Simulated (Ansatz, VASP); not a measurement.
# Two plane-wave programs on C

```xyz
8
Lattice="2.4607 -3.6052 0.0000 2.4607 3.6052 0.0000 0.0000 0.0000 2.3696" Properties=species:S:1:pos:R:3 pbc="T T T"
C     2.4607   -0.6233    1.9839
C     2.4607   -2.9819    0.7991
C     1.2303   -1.3753    1.7772
C     1.2303    1.3753    0.5924
C     3.6910    1.3753    0.5924
C     3.6910   -1.3753    1.7772
C     2.4607    2.9819    1.5705
C     2.4607    0.6233    0.3857
```

Alike in both runs: task single point; functional PBE; k mesh 4 × 4 × 8; occupations gaussian, width 0.1 eV; no spin polarisation.

|  | VASP | Ansatz |
| --- | --- | --- |
| version | VASP 6.6.1 | Ansatz 0.2.0 |
| potentials or method | VASP PAW PBE potentials, release 64 (C), cutoff 520 eV | scalar-relativistic, plane waves, PAW |
| valence electrons in the cell | 32 | 32 |

Ansatz gave:

* gap on the k mesh at the Fermi level (eV): none
* rms of the force components (eV/Å): 2.634

**Question.** Estimate VASP's values.

**Answer.** gap on the k mesh at the Fermi level (eV): none; rms of the force components (eV/Å): 2.636.

Atom by atom the forces differ by 0.006 eV/Å (rms over components). A gap of «none» marks a metal or a gap that the smearing closes. The functional is the same, so the differences come from potentials, cutoffs and numerics.

The k mesh is coarse, so the values compare programs but aren't converged.
